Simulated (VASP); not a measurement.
The system is C.

```
CELL_PARAMETERS angstrom
0.00000 1.78337 1.78337
1.78337 0.00000 1.78337
1.78337 1.78337 0.00000
ATOMIC_POSITIONS crystal
C 0.75000 0.75000 0.75000
C 0.50000 0.50000 0.50000
```

Program: VASP 6.6.1. Alike in all runs: no spin polarisation; cell as given.

Question: Order these runs on this cell by their band gap on the k mesh, lowest first.
A. level SVWN5; potentials or basis VASP PAW PBE potentials, release 64 (C_h); k mesh 13 × 13 × 13; cutoff (eV) 1300; smearing fermi-dirac 0.05 eV
B. level PBE-based screened hybrid with 25 % exact exchange; potentials or basis VASP PAW PBE potentials, release 64 (C); k mesh 10 × 10 × 10; cutoff (eV) 520; smearing gaussian 0.15 eV; grid for exact exchange (PRECFOCK) Normal; share of exact exchange 0.25; screening parameter 0.3 1/Å
C. level PBEsol-based global hybrid with 25 % exact exchange; potentials or basis VASP PAW PBE potentials, release 64 (C); k mesh 7 × 7 × 7; cutoff (eV) 520; smearing fermi-dirac 0.05 eV; grid for exact exchange (PRECFOCK) Normal; share of exact exchange 0.25
D. level r2SCAN; potentials or basis VASP PAW PBE potentials, release 64 (C); k mesh 13 × 13 × 13; cutoff (eV) 520; smearing gaussian 0.01 eV

Answer: A (4.12 eV), D (4.34 eV), B (5.08 eV), C (6.08 eV).

Caveats: some runs use coarse meshes; an odd mesh through Γ misses points on the zone boundary, where band edges can lie (at least some runs); the cell stands under tension (at least some runs).

A k mesh can miss the band edges, odd and even meshes differently.
